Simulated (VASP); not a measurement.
Write the native input for VASP 6.6.1 that does the following.

* Task: single point
* Functional: PBE
* Potentials or basis: VASP PAW PBE potentials, release 64 (Mn_pv, Si)
* Cutoff: 520 eV
* k mesh: 18 × 18 × 4
* Occupations: gaussian, width 0.1 eV
* Spin: collinear spin, ferromagnetic start
* Starting moments: [2.91, 0.0, 0.0, 0.0, 0.0] μB
* Dipole correction: no
* Further INCAR settings: ALGO = Normal; EDIFF = 1e-06; NBANDS = 26

The structure of MnSi4 lies in POSCAR:

```
MnSi4
1.0
    2.6264530897      0.0000000000      0.0000000000
   -1.3132265448      2.2745750975      0.0000000000
    0.0000000000      0.0000000000     12.4133764015
Mn Si
1 4
Direct
    0.0000000000      0.0000000000      0.0000000000
    0.0000000000      0.0000000000      0.4000362041
    0.0000000000      0.0000000000      0.5999637959
    0.0000000000      0.0000000000      0.8042725516
    0.0000000000      0.0000000000      0.1957274484
```

The cell was generated, and may not be a known phase.

One way to write it, as run:

INCAR

```
SYSTEM = MnSi4
ALGO = Normal ; EDIFF = 1E-6
ENCUT = 520 ; GGA = PE
ISIF = 2 ; ISMEAR = 0
ISPIN = 2 ; LASPH = .TRUE.
LCHARG = .FALSE. ; LMAXMIX = 4
LORBIT = 11 ; LREAL = .FALSE.
LWAVE = .FALSE. ; MAGMOM = 2.91 0 0 0 0
NBANDS = 26 ; NELM = 150
PREC = Accurate ; SIGMA = 0.1
```

KPOINTS

```
k-points
0
G
  18 18 4
  0 0 0
```

Potentials or basis: VASP PAW PBE potentials, release 64 (Mn_pv, Si).

Run with:

```bash
$ cat potpaw_PBE.64/Mn_pv/POTCAR potpaw_PBE.64/Si/POTCAR > POTCAR
$ mpirun -np 1 vasp_std > vasp.out
```

It gave:

```yaml
Pressure: 0.1 GPa
Largest_force: 0.007 eV/Å
Net_moment: 2.75 μB per cell
Site_moments: Mn +2.59; Si +0.00, -0.00 (each value once) μB
Valence_electrons_inside_the_program's_atomic_spheres: Mn 11.71; Si 1.59
```

Wall time 5 min on 1 thread of AMD EPYC 9R14 (Zen 4), with other jobs on the host, peak memory 0.4 GiB.
